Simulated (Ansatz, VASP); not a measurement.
# BN: VASP beside Ansatz

```
B N
1.0
     2.51218    0.00000    0.00000
    -1.25609    2.17561    0.00000
     0.00000    0.00000    8.34369
B N
2 2
Cartesian
  0.3536 1.8040 2.0859
  1.2561 0.7252 6.2578
  0.0000 1.4504 6.2578
  1.2561 0.7252 2.0859
```

Alike in both runs: task single point; functional PBE; k mesh 12 × 12 × 4; occupations gaussian, width 0.05 eV; no spin polarisation.

|  | VASP | Ansatz |
| --- | --- | --- |
| version | VASP 6.6.1 | Ansatz 0.2.0 |
| potentials or method | VASP PAW PBE potentials, release 64 (B, N), cutoff 520 eV | scalar-relativistic, plane waves, PAW |
| valence electrons in the cell | 16 | 16 |

Ansatz gave:

| Item | Value |
| --- | --- |
| gap on the k mesh at the Fermi level (eV) | 2.09 |
| least direct gap on the mesh (eV) | 2.68 |
| pressure (GPa) | 24.3 |
| traceless stress, the component that is largest in VASP (GPa) | 30.87 |
| rms of the force components (eV/Å) | 6.510 |

Task: Estimate VASP's values.

Result: gap on the k mesh at the Fermi level (eV): 2.07; least direct gap on the mesh (eV): 2.66; pressure (GPa): 24.4; traceless stress, the component that is largest in VASP (GPa): 31.09; rms of the force components (eV/Å): 6.574.

Atom by atom the forces differ by 0.069 eV/Å (rms over components).
